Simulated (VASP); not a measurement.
# Li (P-1) in VASP: electric field gradients with PBEsol

Aim: the electric field gradients of Li with PBEsol.

Everything below comes from runs of VASP 6.6.1. Logs are shortened: lines on timing, memory, paths and dates and some standing lists are left out, and cuts for length are marked.

### Step 1. The cell of the first run

The typed cell holds 2 atoms: a = 3.111 Å, b = 3.124 Å, c = 5.093 Å, α = 90.21°, β = 90.57°, γ = 120.43°.

### Step 2. Electric field gradients, PBEsol (equal xy, yz and zx shear strains of -1 %)

Contents of INCAR:

```
SYSTEM = Li
ALGO = Normal
EDIFF = 1E-8
ENCUT = 520
GGA = PS
ISIF = 2
ISMEAR = -1
LASPH = .True.
LCHARG = .False.
LEFG = .True.
LREAL = .False.
LWAVE = .False.
NBANDS = 10
NELM = 100
PREC = Accurate
SIGMA = 0.03
```

Contents of KPOINTS:

```
k-points
0
Gamma
  15 15 8
  0 0 0
```

Contents of POSCAR:

```
Li
1.0
    3.1110021516     -0.0155550108     -0.0155550108
   -1.5689721103      2.7019843999     -0.0056935291
   -0.0254650000     -0.0254650000      5.0930000000
Li
2
Direct
    0.3333333333      0.6666666667      0.2500000000
    0.6666666667      0.3333333333      0.7500000000
```

Potentials or basis: VASP PAW PBE potentials, release 64 (Li_sv).

Run with:

```sh
$ cat potpaw_PBE.64/Li_sv/POTCAR > POTCAR
$ mpirun -np 1 vasp_std > vasp.out
```

OUTCAR:

```text
SYSTEM = Li
   EDIFF = 1E-8
   ENCUT = 520
   GGA = PS
   ISIF = 2
   ISMEAR = -1
   LASPH = .True.
   LREAL = .False.
   NELM = 100
   PREC = Accurate

 ion  position               nearest neighbor table
   1  0.333  0.667  0.250-
   2  0.667  0.333  0.750-

  LATTYP: Found a triclinic cell.
 ALAT       =     3.0976137608
 B/A-ratio  =     1.0043472705
 C/A-ratio  =     1.6442099360
 COS(alpha) =     0.0099745013
 COS(beta)  =     0.0136846555
 COS(gamma) =     0.4934979113

  Lattice vectors:

 A1 = (   1.5420300413,   2.6864293891,  -0.0212485399)
 A2 = (   3.1110021516,  -0.0155550108,  -0.0155550108)
 A3 = (   0.0254650000,   0.0254650000,  -5.0930000000)

Analysis of symmetry for initial positions (statically):
=====================================================================
 Subroutine PRICEL returns:
 Original cell was already a primitive cell.

 Routine SETGRP: Setting up the symmetry group for a
 triclinic supercell.

 Subroutine GETGRP returns: Found  2 space group operations
 (whereof  2 operations were pure point group operations)
 out of a pool of  2 trial point group operations.

The static configuration has the point symmetry S_2 .

Analysis of symmetry for dynamics (positions and initial velocities):
=====================================================================
 Subroutine PRICEL returns:
 Original cell was already a primitive cell.

 Routine SETGRP: Setting up the symmetry group for a
 triclinic supercell.

 Subroutine GETGRP returns: Found  2 space group operations
 (whereof  2 operations were pure point group operations)
 out of a pool of  2 trial point group operations.

The dynamic configuration has the point symmetry S_2 .

 Subroutine INISYM returns: Found  2 space group operations
 (whereof  2 operations are pure point group operations),
 and found     1 'primitive' translations

----------------------------------------------------------------------------------------

                                     Primitive cell

  volume of cell :      42.6847

  direct lattice vectors                    reciprocal lattice vectors
     3.111002152 -0.015555011 -0.015555011     0.322388609  0.187208055  0.002547983
    -1.568972110  2.701984400 -0.005693529     0.001865253  0.371185396  0.001865253
    -0.025465000 -0.025465000  5.093000000     0.000986723  0.000986723  0.196357796

  length of vectors
     3.111079926  3.124488054  5.093127323     0.372810627  0.371194769  0.196362754

  position of ions in fractional coordinates (direct lattice)
     0.333333333  0.666666667  0.250000000
     0.666666667  0.333333333  0.750000000

  ion indices of the primitive-cell ions
   primitive index   ion index
                 1           1
                 2           2

----------------------------------------------------------------------------------------

 KPOINTS: k-points

Automatic generation of k-mesh.
 Grid dimensions read from file:
 generate k-points for:   15   15    8

 Generating k-lattice:

  Cartesian coordinates                     Fractional coordinates (reciprocal lattice)
     0.021492574  0.012480537  0.000169866     0.066666667  0.000000000 -0.000000000
     0.000124350  0.024745693  0.000124350     0.000000000  0.066666667  0.000000000
     0.000123340  0.000123340  0.024544724     0.000000000 -0.000000000  0.125000000

  Length of vectors
     0.024854042  0.024746318  0.024545344

  Shift w.r.t. Gamma in fractional coordinates (k-lattice)
     0.000000000  0.000000000  0.000000000

 Subroutine IBZKPT returns following result:
 ===========================================

 Found    901 irreducible k-points:

 Following reciprocal coordinates:
            Coordinates               Weight
  0.000000  0.000000  0.000000      1.000000
  0.066667 -0.000000  0.000000      2.000000
  0.133333 -0.000000  0.000000      2.000000
  0.200000  0.000000  0.000000      2.000000
  0.266667 -0.000000  0.000000      2.000000
  0.333333  0.000000 -0.000000      2.000000
[... 16 lines left out ...]
 -0.066667  0.066667  0.000000      2.000000
  0.000000  0.133333 -0.000000      2.000000
 [... further k-points ...]
   k-points           NKPTS =    901   k-points in BZ     NKDIM =    901   number of bands    NBANDS=     10
   number of dos      NEDOS =    301   number of ions     NIONS =      2
   total plane-waves  NPLWV =  23040
   dimension x,y,z NGX =    24 NGY =   24 NGZ =   40
   dimension x,y,z NGXF=    48 NGYF=   48 NGZF=   80
   ions per type =               2
   NGX,Y,Z   is equivalent  to a cutoff of  12.82, 12.77, 13.06 a.u.
   NGXF,Y,Z  is equivalent  to a cutoff of  25.65, 25.54, 26.11 a.u.
 SYSTEM =  Li
   PREC   = accura    normal or accurate (medium, high low for compatibility)
   ISTART =      0    job   : 0-new  1-cont  2-samecut
   ICHARG =      2    charge: 1-file 2-atom 10-const
   ISPIN  =      1    spin polarized calculation?
   LNONCOLLINEAR =      F non collinear calculations
   LSORBIT =      F    spin-orbit coupling
   LASPH  =      T    aspherical Exc in radial PAW
   ENCUT  =  520.0 eV  38.22 Ry    6.18 a.u.   5.78  5.81  9.47*2*pi/ulx,y,z
   NELM   =    100;   NELMIN=  2; NELMDL= -5     # of ELM steps
   EDIFF  = 0.1E-07   stopping-criterion for ELM
   LREAL  =      F    real-space projection
   EDIFFG = 0.1E-06   stopping-criterion for IOM
   NSW    =      0    number of steps for IOM
   IBRION =     -1    ionic relax: 0-MD 1-quasi-New 2-CG
   NFREE  =      0    steps in history (QN), initial steepest desc. (CG)
   ISIF   =      2    stress and relaxation
   ISYM   =      2    0-nonsym 1-usesym 2-fastsym
   POTIM  = 0.5000    time-step for ionic-motion
   TEBEG  =    0.0;   TEEND  =   0.0 temperature during run
   PSTRESS=    0.0 pullay stress
   NELECT =       6.0000    total number of electrons
   NUPDOWN=      -1.0000    fix difference up-down
   EMIN   =  10.00;   EMAX   =-10.00  energy-range for DOS
   EFERMI =   0.00;   METHOD = LEGACY
   ISMEAR =    -1;   SIGMA  =   0.03  broadening in eV -4-tet -1-fermi 0-gaus
   EFERMI_NEDOS =   21; number of points for ismear=-14 and -15
   IALGO  =     38    algorithm
   IMIX   =      4    mixing-type and parameters
     AMIX     =   0.40;   BMIX     =  1.00
     AMIX_MAG =   1.60;   BMIX_MAG =  1.00
  volume/ion in A,a.u.               =      21.34       144.03
  Fermi-wavevector in a.u.,A,eV,Ry     =   0.851206  1.608545  9.858116  0.724551
  Thomas-Fermi vector in A             =   1.967303
   LORBIT       =      0    0 simple, 1 ext, 2 COOP (PROOUT), +10 PAW based schemes
   GGA     = PS    functional components
   LHFCALC =     F    Hartree Fock is set to
   AEXX    =    0.0000 exact exchange contribution
   IVDW    =     0    specifies the selected vdW correction
   LEPSILON=     F    determine dielectric tensor
   LRPA    =     F    only Hartree local field effects (RPA)
 non-spin polarized calculation
  energy-cutoff  :      520.00
  volume of cell :       42.68
 maximum number of plane-waves:      1166
   NGX = 11   NGY = 11   NGZ = 19

 number of electron       5.9999992 magnetization

 Free energy of the ion-electron system (eV)
  ---------------------------------------------------
  ext. energy  EPLUGINS =         0.00000000
  ---------------------------------------------------
  free energy    TOTEN  =        -3.93025369 eV

  energy without entropy =       -3.92707373  energy(sigma->0) =       -3.92866371

 E-fermi :   0.4907     XC(G=0):  -6.8931

 val. band max:        0.4883372642   @ k =   0.1333   0.4000   0.0000
 cond. band min:       0.4928110612   @ k =  -0.3333   0.0000   0.3750
 fundamental gap:      0.0044737970
 Fermi energy:         0.4907131415

 k-point     1 :       0.0000    0.0000    0.0000
  band No.  band energies     occupation
      1     -45.5143      2.00000
      2     -45.4991      2.00000
      3      -3.0005      2.00000
      4       0.4786      1.19894
      5       3.2374      0.00000
      6      12.4757      0.00000
      7      12.6208      0.00000
      8      13.8187      0.00000
      9      13.9748      0.00000
     10      14.4275      0.00000
[... 287 lines left out ...]
 k-point    24 :       0.0000    0.1333   -0.0000
  band No.  band energies     occupation
      1     -45.5121      2.00000
      2     -45.4980      2.00000
      3      -2.7230      2.00000
      4       0.8394      0.00002
      5       3.3482      0.00000
      6      10.2403      0.00000
      7      11.1690      0.00000
      8      13.7582      0.00000
      9      13.9897      0.00000
     10      14.3405      0.00000

 [... further k-points ...]

------------------------ aborting loop because EDIFF is reached ----------------------------------------

  FORCE on cell =-STRESS in cart. coord.  units (eV):
  Direction    XX          YY          ZZ          XY          YZ          ZX
  --------------------------------------------------------------------------------------
  -------------------------------------------------------------------------------------
  Total       -0.2046550     -0.2069410     -0.2002947      0.0051843      0.0175760      0.0187859
  in kB       -7.6817599     -7.7675628     -7.5180954      0.1945918      0.6597192      0.7051305
  external PRESSURE =      -7.6558060 kB  Pullay stress =       0.0000000 kB

 VOLUME and BASIS-vectors are now :
 -----------------------------------------------------------------------------
  energy-cutoff  :      520.00
  volume of cell :       42.68
      direct lattice vectors                 reciprocal lattice vectors
     3.111002152 -0.015555011 -0.015555011     0.322388609  0.187208055  0.002547983
    -1.568972110  2.701984400 -0.005693529     0.001865253  0.371185396  0.001865253
    -0.025465000 -0.025465000  5.093000000     0.000986723  0.000986723  0.196357796

 POSITION                                       TOTAL-FORCE (eV/Angst)
 -----------------------------------------------------------------------------------
     -0.01535      1.78977      1.26427         0.002539      0.000080      0.000122
      1.53191      0.87119      3.80748        -0.002539     -0.000080     -0.000122
 -----------------------------------------------------------------------------------
    total drift:                               -0.000000      0.000000     -0.000000

  FREE ENERGIE OF THE ION-ELECTRON SYSTEM (eV)
  ---------------------------------------------------
  free  energy   TOTEN  =        -3.9302536858 eV

  energy  without entropy=       -3.9270737321  energy(sigma->0) =       -3.92866371

 Electric field gradients (V/A^2)
---------------------------------------------------------------------
 ion       V_xx      V_yy      V_zz      V_xy      V_xz      V_yz
---------------------------------------------------------------------
   1       0.006     0.009    -0.014     0.036     0.008     0.009
   2       0.006     0.009    -0.014     0.036     0.008     0.009
---------------------------------------------------------------------

 Electric field gradients after diagonalization (V/A^2)
 (convention: |V_zz| > |V_xx| > |V_yy|)
----------------------------------------------------------------------
 ion       V_xx      V_yy      V_zz     asymmetry (V_yy - V_xx)/ V_zz
----------------------------------------------------------------------
   1      -0.029    -0.016     0.046       0.282
   2      -0.029    -0.016     0.046       0.282
----------------------------------------------------------------------

           NMR quadrupolar parameters

 Cq : quadrupolar parameter    Cq=e*Q*V_zz/h
 eta: asymmetry parameters     (V_yy - V_xx)/ V_zz
 Q  : nuclear electric quadrupole moment in mb (millibarn)
----------------------------------------------------------------------
 ion       Cq(MHz)       eta       Q (mb)
----------------------------------------------------------------------
   1       0.000       0.282       1.000
   2       0.000       0.282       1.000
----------------------------------------------------------------------
```

Run time: 84 s. Hardware: 1 thread of Intel Xeon 6975P-C (Granite Rapids), shared host; peak memory 0.37 GiB.

Results:

```yaml
Free_energy: -3.9303 eV
Band_gap_on_the_k_mesh: zero (bands 3 and 4 overlap by 4.48 eV)
Largest_electric_field_gradient_by_atom: under 0.05 V/Å² on every atom
```

Forces on the atoms (eV/Å):
```
Li   0.003  0.000  0.000
Li  -0.003  0.000  0.000
```

Caveat: the cell differs from its parent crystal (equal xy, yz and zx shear strains of -1 %); the cutoff is under 1.25 times the usual one of these potentials, so pressure, stress and relaxed cells hold a basis-set (Pulay) error; the PAW data sets were made with another functional, which shifts forces and pressure a little.
